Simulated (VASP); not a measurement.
# Ti3Al (Fm-3m) in VASP: notebook

Ti3Al is run at these levels: PBEsol; tasks: single point.

Program: VASP 6.6.1. These are calculated values, not measurements. Logs are shortened: lines on timing, memory, paths and dates and some standing lists are left out, and cuts for length are marked.

**1. The cell of the first run**

It takes space group Fm-3m (No. 225, cubic). Conventional cell: a = 6.382 Å, b = 6.382 Å, c = 6.382 Å, α = 90.00°, β = 90.00°, γ = 90.00°. Within 3.6 Å of Ti (site symmetry -43m) lie 10 Ti at 2.76 to 3.19 Å and 4 Al at 2.76 Å. Within 3.6 Å of Ti (site symmetry m-3m) lie 8 Ti at 2.76 Å and 6 Al at 3.19 Å. Al (site symmetry m-3m) has 14 Ti at 2.76 to 3.19 Å within 3.6 Å.

**2. Single point, PBEsol, collinear spin (16.25 Å³/atom)**

File INCAR:

```
PREC     = Accurate       # precision mode
ENCUT    = 520            # plane-wave cutoff, eV
EDIFF    = 1E-6           # SCF threshold, eV
ISMEAR   = 0              # smearing method
SIGMA    = 0.15           # smearing width, eV
LREAL    = F              # projectors in reciprocal space
LASPH    = T              # aspherical terms in the spheres
NELM     = 150            # most SCF steps
ALGO     = Normal         # electronic algorithm
ISIF     = 2              # what is computed and relaxed
LWAVE    = F              # write WAVECAR
LCHARG   = F              # write CHGCAR
ISPIN    = 2              # spin polarisation
MAGMOM   = 0.5 0.5 0.5 0  # initial moments
LORBIT   = 11             # projections on sites
NUPDOWN  = 1.5            # fixed moment
LMAXMIX  = 4              # l up to which the mixer works
GGA      = PS             # functional
NBANDS   = 32             # bands
```

File KPOINTS:

```
Automatic mesh
0
Gamma
  12 12 12
```

File POSCAR:

```
Ti3Al
1.0
    0.0000000000      3.1911121595      3.1911121595
    3.1911121595      0.0000000000      3.1911121595
    3.1911121595      3.1911121595      0.0000000000
Ti Al
3 1
Direct
    0.7500000000      0.7500000000      0.7500000000
    0.2500000000      0.2500000000      0.2500000000
    0.0000000000      0.0000000000      0.0000000000
    0.5000000000      0.5000000000      0.5000000000
```

Potentials or basis: VASP PAW PBE potentials, release 64 (Ti_sv, Al).

Launch:

```
$ cat potpaw_PBE.64/Ti_sv/POTCAR potpaw_PBE.64/Al/POTCAR > POTCAR
$ mpirun -np 1 vasp_std > vasp.out
```

OUTCAR:

```text
PREC = Accurate
   ENCUT = 520
   EDIFF = 1E-6
   ISMEAR = 0
   LREAL = F
   LASPH = T
   NELM = 150
   ISIF = 2
   ISPIN = 2
   LORBIT = 11
   NUPDOWN = 1.5
   GGA = PS

 ion  position               nearest neighbor table
   1  0.750  0.750  0.750-   4 2.76   4 2.76   4 2.76   3 2.76   4 2.76   3 2.76   3 2.76   3 2.76

   2  0.250  0.250  0.250-   3 2.76   3 2.76   3 2.76   3 2.76   4 2.76   4 2.76   4 2.76   4 2.76

   3  0.000  0.000  0.000-   1 2.76   1 2.76   1 2.76   1 2.76   2 2.76   2 2.76   2 2.76   2 2.76

   4  0.500  0.500  0.500-   2 2.76   2 2.76   2 2.76   1 2.76   2 2.76   1 2.76   1 2.76   1 2.76

  LATTYP: Found a face centered cubic cell.
 ALAT       =     6.3822243190

  Lattice vectors:

 A1 = (   0.0000000000,   3.1911121595,   3.1911121595)
 A2 = (   3.1911121595,   0.0000000000,   3.1911121595)
 A3 = (   3.1911121595,   3.1911121595,   0.0000000000)

Analysis of symmetry for initial positions (statically):
=====================================================================
 Subroutine PRICEL returns:
 Original cell was already a primitive cell.

 Routine SETGRP: Setting up the symmetry group for a
 face centered cubic supercell.

 Subroutine GETGRP returns: Found 48 space group operations
 (whereof 48 operations were pure point group operations)
 out of a pool of 48 trial point group operations.

The static configuration has the point symmetry O_h .

Analysis of symmetry for dynamics (positions and initial velocities):
=====================================================================
 Subroutine PRICEL returns:
 Original cell was already a primitive cell.

 Routine SETGRP: Setting up the symmetry group for a
 face centered cubic supercell.

 Subroutine GETGRP returns: Found 48 space group operations
 (whereof 48 operations were pure point group operations)
 out of a pool of 48 trial point group operations.

The dynamic configuration has the point symmetry O_h .

Analysis of structural, dynamic, and magnetic symmetry:
=====================================================================
 Subroutine PRICEL returns:
 Original cell was already a primitive cell.

 Routine SETGRP: Setting up the symmetry group for a
 face centered cubic supercell.

 Subroutine GETGRP returns: Found 48 space group operations
 (whereof 48 operations were pure point group operations)
 out of a pool of 48 trial point group operations.

The overall configuration has the point symmetry O_h .

 Subroutine INISYM returns: Found 48 space group operations
 (whereof 48 operations are pure point group operations),
 and found     1 'primitive' translations

----------------------------------------------------------------------------------------

                                     Primitive cell

  volume of cell :      64.9914

  direct lattice vectors                    reciprocal lattice vectors
     0.000000000  3.191112159  3.191112159    -0.156685185  0.156685185  0.156685185
     3.191112159  0.000000000  3.191112159     0.156685185 -0.156685185  0.156685185
     3.191112159  3.191112159  0.000000000     0.156685185  0.156685185 -0.156685185

  length of vectors
     4.512914095  4.512914095  4.512914095     0.271386702  0.271386702  0.271386702

  position of ions in fractional coordinates (direct lattice)
     0.750000000  0.750000000  0.750000000
     0.250000000  0.250000000  0.250000000
     0.000000000  0.000000000  0.000000000
     0.500000000  0.500000000  0.500000000

  ion indices of the primitive-cell ions
   primitive index   ion index
                 1           1
                 2           2
                 3           3
                 4           4

----------------------------------------------------------------------------------------

 KPOINTS: Automatic mesh

Automatic generation of k-mesh.
 Grid dimensions read from file:
 generate k-points for:   12   12   12

 Generating k-lattice:

  Cartesian coordinates                     Fractional coordinates (reciprocal lattice)
    -0.013057099  0.013057099  0.013057099     0.083333333  0.000000000  0.000000000
     0.013057099 -0.013057099  0.013057099     0.000000000  0.083333333  0.000000000
     0.013057099  0.013057099 -0.013057099     0.000000000  0.000000000  0.083333333

  Length of vectors
     0.022615558  0.022615558  0.022615558

  Shift w.r.t. Gamma in fractional coordinates (k-lattice)
     0.000000000  0.000000000  0.000000000

 Subroutine IBZKPT returns following result:
 ===========================================

 Found     72 irreducible k-points:

 Following reciprocal coordinates:
            Coordinates               Weight
  0.000000  0.000000  0.000000      1.000000
  0.083333  0.000000  0.000000      8.000000
  0.166667  0.000000  0.000000      8.000000
  0.250000  0.000000  0.000000      8.000000
  0.333333  0.000000  0.000000      8.000000
  0.416667  0.000000  0.000000      8.000000
[... 16 lines left out ...]
  0.500000  0.166667  0.000000     24.000000
 -0.416667  0.166667  0.000000     24.000000
 [... further k-points ...]
   k-points           NKPTS =     72   k-points in BZ     NKDIM =     72   number of bands    NBANDS=     32
   number of dos      NEDOS =    301   number of ions     NIONS =      4
   total plane-waves  NPLWV =  46656
   dimension x,y,z NGX =    36 NGY =   36 NGZ =   36
   dimension x,y,z NGXF=    72 NGYF=   72 NGZF=   72
   ions per type =               3   1
   NGX,Y,Z   is equivalent  to a cutoff of  13.26, 13.26, 13.26 a.u.
   NGXF,Y,Z  is equivalent  to a cutoff of  26.52, 26.52, 26.52 a.u.
 SYSTEM =  unknown system
   PREC   = accura    normal or accurate (medium, high low for compatibility)
   ISTART =      0    job   : 0-new  1-cont  2-samecut
   ICHARG =      2    charge: 1-file 2-atom 10-const
   ISPIN  =      2    spin polarized calculation?
   LNONCOLLINEAR =      F non collinear calculations
   LSORBIT =      F    spin-orbit coupling
   LASPH  =      T    aspherical Exc in radial PAW
   ENCUT  =  520.0 eV  38.22 Ry    6.18 a.u.   8.39  8.39  8.39*2*pi/ulx,y,z
   NELM   =    150;   NELMIN=  2; NELMDL= -5     # of ELM steps
   EDIFF  = 0.1E-05   stopping-criterion for ELM
   LREAL  =      F    real-space projection
[... 7 lines left out ...]
   TEBEG  =    0.0;   TEEND  =   0.0 temperature during run
   PSTRESS=    0.0 pullay stress
   NELECT =      39.0000    total number of electrons
   NUPDOWN=       1.5000    fix difference up-down
   EMIN   =  10.00;   EMAX   =-10.00  energy-range for DOS
   EFERMI =   0.00;   METHOD = LEGACY
   ISMEAR =     0;   SIGMA  =   0.15  broadening in eV -4-tet -1-fermi 0-gaus
   EFERMI_NEDOS =   21; number of points for ismear=-14 and -15
   IALGO  =     38    algorithm
   IMIX   =      4    mixing-type and parameters
     AMIX     =   0.40;   BMIX     =  1.00
     AMIX_MAG =   1.60;   BMIX_MAG =  1.00
  volume/ion in A,a.u.               =      16.25       109.65
  Fermi-wavevector in a.u.,A,eV,Ry     =   1.380843  2.609415 25.942601  1.906727
  Thomas-Fermi vector in A             =   2.505683
   LORBIT       =     11    0 simple, 1 ext, 2 COOP (PROOUT), +10 PAW based schemes
   GGA     = PS    functional components
   LHFCALC =     F    Hartree Fock is set to
   AEXX    =    0.0000 exact exchange contribution
   IVDW    =     0    specifies the selected vdW correction
   LEPSILON=     F    determine dielectric tensor
   LRPA    =     F    only Hartree local field effects (RPA)
 spin polarized calculation
 Gauss-broadening in eV      SIGMA  =   0.15
  energy-cutoff  :      520.00
  volume of cell :       64.99
 maximum number of plane-waves:      1807
 NGX is ok and might be reduce to    36
   NGX = 17   NGY = 17   NGZ = 17

 number of electron      39.0000011 magnetization       1.5000001

 Free energy of the ion-electron system (eV)
  ---------------------------------------------------
  ext. energy  EPLUGINS =         0.00000000
  ---------------------------------------------------
  free energy    TOTEN  =       -29.76124645 eV

  energy without entropy =      -29.70031432  energy(sigma->0) =      -29.73078038

 E-fermi :   8.3636     XC(G=0): -11.5409

 val. band max:        8.3570309117   @ k =   0.5000   0.1667   0.0000
 cond. band min:       8.3440185151   @ k =  -0.3333   0.3333   0.1667
 fundamental gap:     -0.0130123967
 Fermi energy:         8.3419307774

 spin component 1

 k-point     1 :       0.0000    0.0000    0.0000
  band No.  band energies     occupation
      1     -48.0639      1.00000
      2     -47.9403      1.00000
      3     -47.8465      1.00000
      4     -24.5074      1.00000
      5     -24.5074      1.00000
      6     -24.5074      1.00000
[... 23 lines left out ...]
     30      14.2491      0.00000
     31      14.2491      0.00000
[... 751 lines left out ...]
      1     -47.9924      1.00000
      2     -47.9607      1.00000
      3     -47.8983      1.00000
      4     -24.6027      1.00000
      5     -24.5941      1.00000
      6     -24.5431      1.00000
[... 23 lines left out ...]
     30      12.8787      0.00000
     31      13.1197      0.00000

 [... further k-points ...]

 spin component 2

 k-point     1 :       0.0000    0.0000    0.0000
  band No.  band energies     occupation
      1     -47.8592      1.00000
      2     -47.8011      1.00000
      3     -47.1993      1.00000
      4     -24.2610      1.00000
      5     -24.2610      1.00000
      6     -24.2610      1.00000
[... 23 lines left out ...]
     30      14.4278      0.00000
     31      14.4278      0.00000
[... 751 lines left out ...]
      1     -47.8257      1.00000
      2     -47.8211      1.00000
      3     -47.2135      1.00000
      4     -24.3227      1.00000
      5     -24.3096      1.00000
      6     -24.2628      1.00000
[... 23 lines left out ...]
     30      13.1411      0.00000
     31      13.3446      0.00000

 [... further k-points ...]

 [bands above 31 left out]

------------------------ aborting loop because EDIFF is reached ----------------------------------------

  FORCE on cell =-STRESS in cart. coord.  units (eV):
  Direction    XX          YY          ZZ          XY          YZ          ZX
  --------------------------------------------------------------------------------------
  -------------------------------------------------------------------------------------
  Total       -0.0517716     -0.0517716     -0.0517716      0.0000000      0.0000000      0.0000000
  in kB       -1.2762798     -1.2762798     -1.2762798      0.0000000      0.0000000      0.0000000
  external PRESSURE =      -1.2762798 kB  Pullay stress =       0.0000000 kB

 VOLUME and BASIS-vectors are now :
 -----------------------------------------------------------------------------
  energy-cutoff  :      520.00
  volume of cell :       64.99
      direct lattice vectors                 reciprocal lattice vectors
     0.000000000  3.191112159  3.191112159    -0.156685185  0.156685185  0.156685185
     3.191112159  0.000000000  3.191112159     0.156685185 -0.156685185  0.156685185
     3.191112159  3.191112159  0.000000000     0.156685185  0.156685185 -0.156685185

 POSITION                                       TOTAL-FORCE (eV/Angst)
 -----------------------------------------------------------------------------------
      4.78667      4.78667      4.78667         0.000000      0.000000      0.000000
      1.59556      1.59556      1.59556        -0.000000     -0.000000     -0.000000
      0.00000      0.00000      0.00000         0.000000      0.000000      0.000000
      3.19111      3.19111      3.19111         0.000000      0.000000      0.000000
 -----------------------------------------------------------------------------------
    total drift:                                0.000000      0.000000      0.000000

  FREE ENERGIE OF THE ION-ELECTRON SYSTEM (eV)
  ---------------------------------------------------
  free  energy   TOTEN  =       -29.7612464467 eV

  energy  without entropy=      -29.7003143221  energy(sigma->0) =      -29.73078038

 total charge

# of ion       s       p       d       tot
------------------------------------------
    1        2.220   6.136   1.933  10.289
    2        2.220   6.136   1.933  10.289
    3        2.260   6.100   2.002  10.362
    4        0.409   0.429   0.000   0.838
--------------------------------------------------
tot          7.110  18.800   5.868  31.778

 magnetization (x)

# of ion       s       p       d       tot
------------------------------------------
    1        0.002   0.027   0.140   0.169
    2        0.002   0.027   0.140   0.169
    3        0.010   0.022   0.781   0.813
    4       -0.005  -0.009   0.000  -0.014
--------------------------------------------------
tot          0.009   0.067   1.060   1.136
```

It took 4.9 min on 1 thread of AMD EPYC 9R14 (Zen 4), shared host; peak memory 0.35 GiB.

Results:

```yaml
Free_energy: -29.7612 eV
Pressure: -0.1 GPa
Net_moment: 1.50 μB per cell
Site_moments: Ti +0.17, +0.81 (each value once); Al -0.01 μB
Valence_electrons_inside_the_program's_atomic_spheres: Ti 10.29, 10.36 (each value once); Al 0.84
```

Caveat: the PAW data sets were made with another functional, which shifts forces and pressure a little; the total moment is fixed, so each spin has its own Fermi level and the state may be an excited one.

**3. Single point, PBEsol, collinear spin (16.25 Å³/atom)**

File INCAR:

```
SYSTEM = Ti3Al
PREC = Accurate
ENCUT = 520
EDIFF = 1E-6
ISMEAR = 0
SIGMA = 0.15
LREAL = .FALSE.
LASPH = .TRUE.
NELM = 150
ALGO = Normal
ISIF = 2
LWAVE = .FALSE.
LCHARG = .TRUE.
ISPIN = 2
MAGMOM = 0.9 0.9 0.9 0
LORBIT = 11
NUPDOWN = 2.7
LMAXMIX = 4
GGA = PS
LELF = .TRUE.
LVHAR = .TRUE.
NBANDS = 32
```

File KPOINTS:

```
Automatic mesh
0
G
  12 12 12
  0 0 0
```

POSCAR is that of step 2.

Potentials or basis: VASP PAW PBE potentials, release 64 (Ti_sv, Al).

Launch:

```
$ cat potpaw_PBE.64/Ti_sv/POTCAR potpaw_PBE.64/Al/POTCAR > POTCAR
$ mpirun -np 1 vasp_std > vasp.out
```

Wall time 6.2 min (1 thread of AMD EPYC 9R14 (Zen 4), shared host); peak memory 0.35 GiB.

It converged, with:

- Free energy: -29.7167 eV
- Pressure: 1.0 GPa
- Net moment: 2.70 μB per cell
- Site moments: Ti +0.46, +1.08 (each value once); Al -0.02 μB
- Valence electrons inside the program's atomic spheres: Ti 10.29, 10.36 (each value once); Al 0.84

Caveat: the PAW data sets were made with another functional, which shifts forces and pressure a little; the total moment is fixed, so each spin has its own Fermi level and the state may be an excited one.

(Continued in part 2 of 2.)
